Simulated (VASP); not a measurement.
Input of a VASP 6.6.1 run:

INCAR

```
SYSTEM = AgRh4
PREC     = Accurate       ! precision mode
ENCUT    = 520            ! plane-wave cutoff, eV
EDIFF    = 1E-6           ! SCF threshold, eV
ISMEAR   = 0              ! smearing method
SIGMA    = 0.1            ! smearing width, eV
LREAL    = .False.        ! projectors in reciprocal space
LASPH    = .True.         ! aspherical terms in the spheres
NELM     = 150            ! most SCF steps
ALGO     = Normal         ! electronic algorithm
ISIF     = 2              ! what is computed and relaxed
LWAVE    = .False.        ! write WAVECAR
LCHARG   = .True.         ! write CHGCAR
ISPIN    = 2              ! spin polarisation
MAGMOM   = 0 1 1 1 1      ! initial moments
LORBIT   = 11             ! projections on sites
LMAXMIX  = 4              ! l up to which the mixer works
GGA      = PE             ! functional
LELF     = .True.         ! ELF
LVHAR    = .True.       
NBANDS   = 48             ! bands
```

File KPOINTS:

```
Automatic mesh
0
Gamma
  4 4 6
  0 0 0
```

The input POSCAR:

```
AgRh4
1.0
    6.1734227944      0.0000000000      0.0000000000
    0.0000000000      6.1734227944      0.0000000000
    0.0000000000      0.0000000000      2.5638149780
Ag Rh
1 4
Direct
    0.5000000000      0.5000000000      0.5000000000
    0.8074045895      0.8074045895      0.5000000000
    0.1925954105      0.1925954105      0.5000000000
    0.1925954105      0.8074045895      0.5000000000
    0.8074045895      0.1925954105      0.5000000000
```

Potentials or basis: VASP PAW PBE potentials, release 64 (Ag, Rh_pv).

Run with:

```bash
$ cat potpaw_PBE.64/Ag/POTCAR potpaw_PBE.64/Rh_pv/POTCAR > POTCAR
$ mpirun -np 1 vasp_std > vasp.out
```

Question: Predict the net moment.

Answer: 0.00 μB per cell.

Question: Predict the pressure.

Answer: 0.3 GPa.

Question: What does it give for the largest force?

Answer: 0.030 eV/Å.

Stress tensor (GPa, compression positive):
```
 0.47  0.00  0.00
 0.00  0.47  0.00
 0.00  0.00 -0.10
```

Caveat: the k points lie up to 0.41 Å⁻¹ apart.
